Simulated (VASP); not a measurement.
# Cd3HgS4 (I-42m) in VASP: further runs, part 2 of 2

VASP 6.6.1. The steps go on from the part before.

### 3 Single point, PBE

File INCAR:

```
ALGO = Normal
EDIFF = 1E-6
ENCUT = 520
GGA = PE
ISIF = 2
ISMEAR = 0
LASPH = T
LCHARG = T
LELF = T
LREAL = F
LVHAR = T
LWAVE = F
NBANDS = 46
NELM = 60
PREC = Accurate
SIGMA = 0.02
```

File KPOINTS:

```
k-points
0
Gamma
  6 6 6
```

File POSCAR:

```
Cd3HgS4
1.0
   -2.9709956940      2.9709956940      5.9426513534
    2.9709956940     -2.9709956940      5.9426513534
    2.9709956940      2.9709956940     -5.9426513534
Cd Hg S
3 1 4
Direct
    0.0000000000      0.0000000000      0.0000000000
    0.2500000000      0.7500000000      0.5000000000
    0.7500000000      0.2500000000      0.5000000000
    0.5000000000      0.5000000000      0.0000000000
    0.8779973539      0.8779973539      0.5041056611
    0.3738916928      0.3738916928      0.4958943389
    0.1220026461      0.6261083072      0.0000000000
    0.6261083072      0.1220026461      0.0000000000
```

Potentials or basis: VASP PAW PBE potentials, release 64 (Cd, Hg, S).

The run is started by

```sh
$ cat potpaw_PBE.64/Cd/POTCAR potpaw_PBE.64/Hg/POTCAR potpaw_PBE.64/S/POTCAR > POTCAR
$ mpirun -np 1 vasp_std > vasp.out
```

OUTCAR:

```text
EDIFF = 1E-6
   ENCUT = 520
   GGA = PE
   ISIF = 2
   ISMEAR = 0
   LASPH = T
   LREAL = F
   NELM = 60
   PREC = Accurate

 ion  position               nearest neighbor table
   1  0.000  0.000  0.000-   5 2.57   6 2.57   7 2.57   8 2.57
   2  0.250  0.750  0.500-   5 2.57   6 2.57   8 2.57   7 2.57
   3  0.750  0.250  0.500-   5 2.57   6 2.57   7 2.57   8 2.57
   4  0.500  0.500  0.000-   5 2.59   7 2.59   8 2.59   6 2.59
   5  0.878  0.878  0.504-   1 2.57   2 2.57   3 2.57   4 2.59
   6  0.374  0.374  0.496-   1 2.57   2 2.57   3 2.57   4 2.59
   7  0.122  0.626  0.000-   1 2.57   3 2.57   2 2.57   4 2.59
   8  0.626  0.122  0.000-   1 2.57   2 2.57   3 2.57   4 2.59

  LATTYP: Found a body centered tetragonal cell.
 ALAT       =     5.9419913880
 C/A-ratio  =     2.0002221361

  Lattice vectors:

 A1 = (  -2.9709956940,   2.9709956940,   5.9426513534)
 A2 = (   2.9709956940,  -2.9709956940,   5.9426513534)
 A3 = (   2.9709956940,   2.9709956940,  -5.9426513534)

Analysis of symmetry for initial positions (statically):
=====================================================================
 Subroutine PRICEL returns:
 Original cell was already a primitive cell.

 Routine SETGRP: Setting up the symmetry group for a
 body centered tetragonal supercell.

 Subroutine GETGRP returns: Found  8 space group operations
 (whereof  8 operations were pure point group operations)
 out of a pool of 16 trial point group operations.

The static configuration has the point symmetry D_2d.

Analysis of symmetry for dynamics (positions and initial velocities):
=====================================================================
 Subroutine PRICEL returns:
 Original cell was already a primitive cell.

 Routine SETGRP: Setting up the symmetry group for a
 body centered tetragonal supercell.

 Subroutine GETGRP returns: Found  8 space group operations
 (whereof  8 operations were pure point group operations)
 out of a pool of 16 trial point group operations.

The dynamic configuration has the point symmetry D_2d.

 Subroutine INISYM returns: Found  8 space group operations
 (whereof  8 operations are pure point group operations),
 and found     1 'primitive' translations

----------------------------------------------------------------------------------------

                                     Primitive cell

  volume of cell :     209.8187

  direct lattice vectors                    reciprocal lattice vectors
    -2.970995694  2.970995694  5.942651353     0.000000000  0.168293748  0.084137529
     2.970995694 -2.970995694  5.942651353     0.168293748  0.000000000  0.084137529
     2.970995694  2.970995694 -5.942651353     0.168293748  0.168293748  0.000000000

  length of vectors
     7.277962348  7.277962348  7.277962348     0.188153951  0.188153951  0.238003301

  position of ions in fractional coordinates (direct lattice)
     0.000000000  0.000000000  0.000000000
     0.250000000  0.750000000  0.500000000
     0.750000000  0.250000000  0.500000000
     0.500000000  0.500000000  0.000000000
     0.877997354  0.877997354  0.504105661
     0.373891693  0.373891693  0.495894339
     0.122002646  0.626108307  0.000000000
[... 35 lines left out ...]
 ===========================================

 Found     30 irreducible k-points:

 Following reciprocal coordinates:
            Coordinates               Weight
  0.000000  0.000000  0.000000      1.000000
  0.166667 -0.000000  0.000000      8.000000
  0.333333 -0.000000  0.000000      8.000000
  0.500000 -0.000000  0.000000      4.000000
  0.166667  0.166667  0.000000      8.000000
  0.333333  0.166667  0.000000     16.000000
[... 16 lines left out ...]
 -0.333333 -0.333333  0.166667      8.000000
 -0.166667 -0.333333  0.166667      8.000000
 [... further k-points ...]
   k-points           NKPTS =     30   k-points in BZ     NKDIM =     30   number of bands    NBANDS=     46
   number of dos      NEDOS =    301   number of ions     NIONS =      8
   total plane-waves  NPLWV = 157464
   dimension x,y,z NGX =    54 NGY =   54 NGZ =   54
   dimension x,y,z NGXF=   108 NGYF=  108 NGZF=  108
   ions per type =               3   1   4
   NGX,Y,Z   is equivalent  to a cutoff of  12.33, 12.33, 12.33 a.u.
   NGXF,Y,Z  is equivalent  to a cutoff of  24.67, 24.67, 24.67 a.u.
 SYSTEM =  unknown system
   PREC   = accura    normal or accurate (medium, high low for compatibility)
   ISTART =      0    job   : 0-new  1-cont  2-samecut
   ICHARG =      2    charge: 1-file 2-atom 10-const
   ISPIN  =      1    spin polarized calculation?
   LNONCOLLINEAR =      F non collinear calculations
   LSORBIT =      F    spin-orbit coupling
   LASPH  =      T    aspherical Exc in radial PAW
   ENCUT  =  520.0 eV  38.22 Ry    6.18 a.u.  13.53 13.53 13.53*2*pi/ulx,y,z
   NELM   =     60;   NELMIN=  2; NELMDL= -5     # of ELM steps
   EDIFF  = 0.1E-05   stopping-criterion for ELM
   LREAL  =      F    real-space projection
   EDIFFG = 0.1E-04   stopping-criterion for IOM
   NSW    =      0    number of steps for IOM
   IBRION =     -1    ionic relax: 0-MD 1-quasi-New 2-CG
   NFREE  =      0    steps in history (QN), initial steepest desc. (CG)
   ISIF   =      2    stress and relaxation
   ISYM   =      2    0-nonsym 1-usesym 2-fastsym
   POTIM  = 0.5000    time-step for ionic-motion
   TEBEG  =    0.0;   TEEND  =   0.0 temperature during run
   PSTRESS=    0.0 pullay stress
   NELECT =      72.0000    total number of electrons
   NUPDOWN=      -1.0000    fix difference up-down
   EMIN   =  10.00;   EMAX   =-10.00  energy-range for DOS
   EFERMI =   0.00;   METHOD = LEGACY
   ISMEAR =     0;   SIGMA  =   0.02  broadening in eV -4-tet -1-fermi 0-gaus
   EFERMI_NEDOS =   21; number of points for ismear=-14 and -15
   IALGO  =     38    algorithm
   IMIX   =      4    mixing-type and parameters
     AMIX     =   0.40;   BMIX     =  1.00
     AMIX_MAG =   1.60;   BMIX_MAG =  1.00
  volume/ion in A,a.u.               =      26.23       176.99
  Fermi-wavevector in a.u.,A,eV,Ry     =   1.146140  2.165890 17.873107  1.313636
  Thomas-Fermi vector in A             =   2.282825
   LORBIT       =      0    0 simple, 1 ext, 2 COOP (PROOUT), +10 PAW based schemes
   GGA     = PE    functional components
   LHFCALC =     F    Hartree Fock is set to
   AEXX    =    0.0000 exact exchange contribution
   IVDW    =     0    specifies the selected vdW correction
   LEPSILON=     F    determine dielectric tensor
   LRPA    =     F    only Hartree local field effects (RPA)
 non-spin polarized calculation
 Gauss-broadening in eV      SIGMA  =   0.02
  energy-cutoff  :      520.00
  volume of cell :      209.82
 maximum number of plane-waves:      5687
   NGX = 27   NGY = 27   NGZ = 27

 number of electron      71.9999990 magnetization

 Free energy of the ion-electron system (eV)
  ---------------------------------------------------
  ext. energy  EPLUGINS =         0.00000000
  ---------------------------------------------------
  free energy    TOTEN  =       -22.97990017 eV

  energy without entropy =      -22.97990017  energy(sigma->0) =      -22.97990017

 E-fermi :   1.1401     XC(G=0):  -8.9377

 val. band max:        1.0572994064   @ k =   0.0000   0.0000   0.0000
 cond. band min:       1.6846830131   @ k =   0.0000   0.0000   0.0000
 fundamental gap:      0.6273836067
 Fermi energy:         1.1401112209

 k-point     1 :       0.0000    0.0000    0.0000
  band No.  band energies     occupation
      1     -11.2102      2.00000
      2     -10.6796      2.00000
      3     -10.6796      2.00000
      4     -10.6785      2.00000
      5      -6.5659      2.00000
      6      -6.5659      2.00000
[... 1165 lines left out ...]
     45       7.8298      0.00000
     46       7.9413      0.00000

 [... further k-points ...]
[... 5 lines left out ...]
  --------------------------------------------------------------------------------------
  -------------------------------------------------------------------------------------
  Total        0.3935423      0.3935423      0.3949659      0.0000000      0.0000000      0.0000000
  in kB        3.0050915      3.0050915      3.0159625      0.0000000      0.0000000      0.0000000
  external PRESSURE =       3.0087152 kB  Pullay stress =       0.0000000 kB

 VOLUME and BASIS-vectors are now :
 -----------------------------------------------------------------------------
  energy-cutoff  :      520.00
  volume of cell :      209.82
      direct lattice vectors                 reciprocal lattice vectors
    -2.970995694  2.970995694  5.942651353     0.000000000  0.168293748  0.084137529
     2.970995694 -2.970995694  5.942651353     0.168293748  0.000000000  0.084137529
     2.970995694  2.970995694 -5.942651353     0.168293748  0.168293748  0.000000000

 POSITION                                       TOTAL-FORCE (eV/Angst)
 -----------------------------------------------------------------------------------
      0.00000      0.00000      0.00000        -0.000000     -0.000000     -0.000000
      2.97100     -0.00000      2.97133         0.000000     -0.000000     -0.000000
     -0.00000      2.97100      2.97133         0.000000     -0.000000     -0.000000
      0.00000      0.00000      5.94265         0.000000     -0.000000     -0.000000
      1.49770      1.49770      7.43954        -0.000160     -0.000160      0.002397
      1.47330      1.47330      1.49689         0.000160      0.000160      0.002397
      1.49770     -1.49770      4.44576        -0.000160      0.000160     -0.002397
     -1.49770      1.49770      4.44576         0.000160     -0.000160     -0.002397
 -----------------------------------------------------------------------------------
    total drift:                               -0.000007     -0.000007     -0.000006

  FREE ENERGIE OF THE ION-ELECTRON SYSTEM (eV)
  ---------------------------------------------------
  free  energy   TOTEN  =       -22.9799001735 eV

  energy  without entropy=      -22.9799001735  energy(sigma->0) =      -22.97990017
```

Wall time 24 min (1 thread of AMD EPYC 7R13 (Zen 3), shared host); peak memory 0.51 GiB.

What came out:

| Item | Value |
| --- | --- |
| Free energy | -22.9799 eV |
| Pressure | 0.3 GPa |
| Band gap on the k mesh | 0.63 eV, direct |

Forces in eV/Å, atoms in the order of the input:
```
Cd   0.000  0.000  0.000
Cd   0.000  0.000  0.000
Cd   0.000  0.000  0.000
Hg   0.000  0.000  0.000
S    0.000  0.000  0.002
S    0.000  0.000  0.002
S    0.000  0.000 -0.002
S    0.000  0.000 -0.002
```

Levels at points of the mesh, in eV from the valence-band top:
```
           k point  band 34  band 35  band 36  band 37  band 38  band 39
(0.00, 0.00, 0.00)     0.00     0.00     0.00     0.63     3.62     3.78
(0.50, 0.00, 0.00)    -1.25    -0.80    -0.65     2.97     3.55     4.33
(0.50, 0.50, 0.00)    -0.69    -0.65    -0.62     2.17     2.83     3.71
(0.50, 0.50, 0.50)    -1.07    -0.87    -0.87     2.79     3.33     3.62
```

Caveat: spin-orbit coupling is left out, which moves the levels of the heavy elements. Expect the measured gap to be larger: semilocal functionals such as PBE lack the derivative discontinuity.

### 4 Relaxation of shape and atoms at fixed volume, PBE (volume scaled by 0.97)

File INCAR:

```
SYSTEM = Cd3HgS4
PREC     = Accurate       ! precision mode
ENCUT    = 500            ! plane-wave cutoff, eV
EDIFF    = 1E-7           ! SCF threshold, eV
ISMEAR   = 0              ! smearing method
SIGMA    = 0.02           ! smearing width, eV
LREAL    = .False.        ! projectors in reciprocal space
LASPH    = .True.         ! aspherical terms in the spheres
NELM     = 120            ! most SCF steps
ALGO     = Normal         ! electronic algorithm
ISIF     = 4              ! what is computed and relaxed
LWAVE    = .False.        ! write WAVECAR
LCHARG   = .False.        ! write CHGCAR
GGA      = PE             ! functional
IBRION   = 2              ! ionic algorithm
NSW      = 50             ! ionic steps
EDIFFG   = -0.01          ! ionic threshold
GGA_COMPAT= .False.      
NELMIN   = 4
```

File KPOINTS:

```
Automatic mesh
0
Gamma
  6 6 6
  0 0 0
```

File POSCAR:

```
Cd3HgS4
1.0
   -2.9409835826      2.9409835826      5.8826204643
    2.9409835826     -2.9409835826      5.8826204643
    2.9409835826      2.9409835826     -5.8826204643
Cd Hg S
3 1 4
Direct
    0.0000000000      0.0000000000      0.0000000000
    0.2500000000      0.7500000000      0.5000000000
    0.7500000000      0.2500000000      0.5000000000
    0.5000000000      0.5000000000      0.0000000000
    0.8779973538      0.8779973538      0.5041056610
    0.3738916928      0.3738916928      0.4958943390
    0.1220026462      0.6261083072      0.0000000000
    0.6261083072      0.1220026462      0.0000000000
```

The run is started by

```sh
$ cat potpaw_PBE.64/Cd/POTCAR potpaw_PBE.64/Hg/POTCAR potpaw_PBE.64/S/POTCAR > POTCAR
$ mpirun -np 1 vasp_std > vasp.out
```

It took 16 min on 1 thread of Intel Xeon 8259CL, shared host; peak memory 0.54 GiB.

It converged, with:

| Quantity | Value |
| --- | --- |
| Free energy | -22.9337 eV |
| Pressure after relaxing | 2.0 GPa |
| Band gap on the k mesh | 0.69 eV, direct |

Final structure:
```
Cd Hg S
1.0
    -2.94098    2.94098    5.88262
     2.94098   -2.94098    5.88262
     2.94098    2.94098   -5.88262
Cd Hg S
3 1 4
Direct
  0.00000 0.00000 0.00000
  0.25000 0.75000 0.50000
  0.75000 0.25000 0.50000
  0.50000 0.50000 0.00000
  0.87800 0.87800 0.50411
  0.37389 0.37389 0.49589
  0.12200 0.62611 0.00000
  0.62611 0.12200 0.00000
```

Levels at points of the mesh, in eV from the valence-band top:
```tsv
k point	band 33	band 34	band 35	band 36	band 37	band 38	band 39	band 40
(0.00, 0.00, 0.00)	-1.91	0.00	0.00	0.00	0.69	3.57	3.84	4.90
(0.50, 0.00, 0.00)	-1.39	-1.32	-0.84	-0.69	3.06	3.64	4.42	4.72
(0.50, 0.50, 0.00)	-0.81	-0.73	-0.69	-0.66	2.22	2.88	3.80	4.08
(0.50, 0.50, 0.50)	-1.13	-1.13	-0.93	-0.93	2.87	3.40	3.56	3.56
```

Caveat: the relaxation stopped at its first step, so nothing moved; spin-orbit coupling is left out, which moves the levels of the heavy elements.

### 5 Overview

| task | cell | k mesh | cutoff (eV) | smearing | gap on the mesh (eV) | pressure (GPa) |
| --- | --- | --- | --- | --- | --- | --- |
| single point | a = 7.279 Å, angles 131.8, 131.8, 70.5°, 8 atoms | 4 × 4 × 4 | 520 | gaussian 0.1 eV | 0.63 | 0.3 |
| single point | a = 7.278 Å, angles 131.8, 131.8, 70.5°, 8 atoms | 6 × 6 × 6 | 520 | gaussian 0.02 eV | 0.63 | 0.3 |
| relaxation of shape and atoms at fixed volume | relaxed from a = 7.204 Å, angles 131.8, 131.8, 70.5°, 8 atoms | 6 × 6 × 6 | 500 | gaussian 0.02 eV | 0.69 | 2.0 |

Some of these runs hold the atoms at other places in the same cell, which the table doesn't show; runs alike in all that it shows share one row.

Alike in all rows: level PBE; potentials or basis VASP PAW PBE potentials, release 64 (Cd, Hg, S); no spin polarisation.

Caveats: spin-orbit coupling is left out, which moves the levels of the heavy elements; the relaxation stopped at its first step, so nothing moved (some runs).

Absolute energies hang on the potentials; compare differences alone.
